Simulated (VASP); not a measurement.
Here is a VASP 6.6.1 calculation.

Contents of INCAR:

```
  PREC = Accurate
  ENCUT = 520
  EDIFF = 1E-5
  ISMEAR = -1
  SIGMA = 0.02
  LREAL = False
  LASPH = True
  NELM = 80
  ALGO = Normal
  ISIF = 2
  LWAVE = False
  LCHARG = False
  GGA = PE
  IVDW = 12
  NBANDS = 36
  IBRION = 0
  NSW = 40
  POTIM = 0.5
  TEBEG = 500.0
  TEEND = 500.0
  ISYM = 0
  NELMIN = 4
  RANDOM_SEED = 248754 0 0
  MDALGO = 1
  ANDERSEN_PROB = 0.0
```

KPOINTS

```
Automatic mesh
0
Gamma
  1 1 1
```

The input POSCAR:

```
H2ClF
1.0
    6.5460240000      0.0000000000      0.0000000000
    0.0000000000      6.5460240000      0.0000000000
    0.0000000000      0.0000000000      6.5460240000
F H Cl
3 6 3
Direct
    0.4550531200      0.2049063800      0.7546838900
    0.6404325000      0.1468498800      0.3989528700
    0.6217733600      0.6565216800      0.5966177000
    0.4822845800      0.1839069700      0.6160740800
    0.7414976500      0.0712316400      0.3395191400
    0.5015368500      0.7232968200      0.6366584700
    0.3845283200      0.9917834100      0.8174632800
    0.2148191600      0.3194176900      0.1584004500
    0.8027398700      0.7070943400      0.3577197900
    0.2655331100      0.8178535900      0.8193532000
    0.0254726100      0.3227474100      0.0944176600
    0.9270556400      0.8421169800      0.2938810800
```

Potentials or basis: VASP PAW PBE potentials, release 64 (F, H, Cl).

Run with:

```sh
$ cat potpaw_PBE.64/F/POTCAR potpaw_PBE.64/H/POTCAR potpaw_PBE.64/Cl/POTCAR > POTCAR
$ mpirun -np 1 vasp_gam > vasp.out
```

(1) Predict the dispersion energy per atom.

## Answers

(1) -0.033 eV.

Caveat: the k points lie up to 0.96 Å⁻¹ apart.
